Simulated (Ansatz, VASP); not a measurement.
# One calculation of TaN, two programs

```
Ta N
1.0
     0.00000    2.21132    2.21132
     2.21132    0.00000    2.21132
     2.21132    2.21132    0.00000
Ta N
1 1
Direct
  0.50000 0.50000 0.50000
  0.00000 0.00000 0.00000
```

Alike in both runs: task single point; functional PBE-based screened hybrid with a share of 0.5 of exact exchange and HFSCREEN = 0.2078699; k mesh 6 × 6 × 6; occupations fermi-dirac, width 0.05 eV; no spin polarisation.

|  | VASP | Ansatz |
| --- | --- | --- |
| version | VASP 6.6.1 | Ansatz 0.2.0 |
| potentials or method | VASP PAW PBE potentials, release 64 (Ta_pv, N) | Ansatz PAW |
| plane-wave cutoff (eV) | 520 | 420 |
| valence electrons in the cell | 16 | 18 |

VASP gave:

```
gap on the k mesh at the Fermi level (eV) : none
pressure (GPa)                            : -18.8
```

Problem. Which values does Ansatz return?

Solution. gap on the k mesh at the Fermi level (eV): none; pressure (GPa): -17.6.

VASP's potentials were made for PBE, not for PBE-based screened hybrid. A gap of «none» marks a metal or a gap that the smearing closes. VASP's potentials hold 16 valence electrons a cell and Ansatz's 18, so a difference there can come from the potentials and not from the codes.

The k mesh is coarse, so the values compare programs but aren't converged. Neither program's run includes spin-orbit coupling.
